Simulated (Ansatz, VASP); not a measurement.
**PtS2 in VASP and in Ansatz**

```
CELL_PARAMETERS angstrom
3.57659 0.00000 0.00000
-1.78830 3.09742 0.00000
0.00000 0.00000 6.49664
ATOMIC_POSITIONS crystal
Pt 0.00000 0.00000 0.00000
S 0.33333 0.66667 0.18895
S 0.66667 0.33333 0.81105
```

Alike in both runs: task single point; functional PBE; k mesh 9 × 9 × 4; occupations gaussian, width 0.05 eV; no spin polarisation.

```csv
,VASP,Ansatz
version,VASP 6.6.1,Ansatz 0.2.0
potentials or method,"VASP PAW PBE potentials, release 64 (Pt, S), cutoff 520 eV","scalar-relativistic, plane waves, PAW"
valence electrons in the cell,22,30
```

```csv
,VASP,Ansatz,Ansatz less VASP
gap on the k mesh at the Fermi level (eV),1.57,1.57,-0.003
least direct gap on the mesh (eV),1.57,1.57,-0.003
pressure (GPa),-0.3,0.0,+0.35
"traceless stress, the component that is largest in VASP (GPa)",0.09,0.00,-0.092
rms of the force components (eV/Å),0.017,0.000,-0.0167
```

Atom by atom the forces differ by 0.017 eV/Å (rms over components). The functional is the same, so the differences come from potentials, cutoffs and numerics. VASP's potentials hold 22 valence electrons a cell and Ansatz's 30, so a difference there can come from the potentials and not from the codes.

Neither program's run includes spin-orbit coupling.
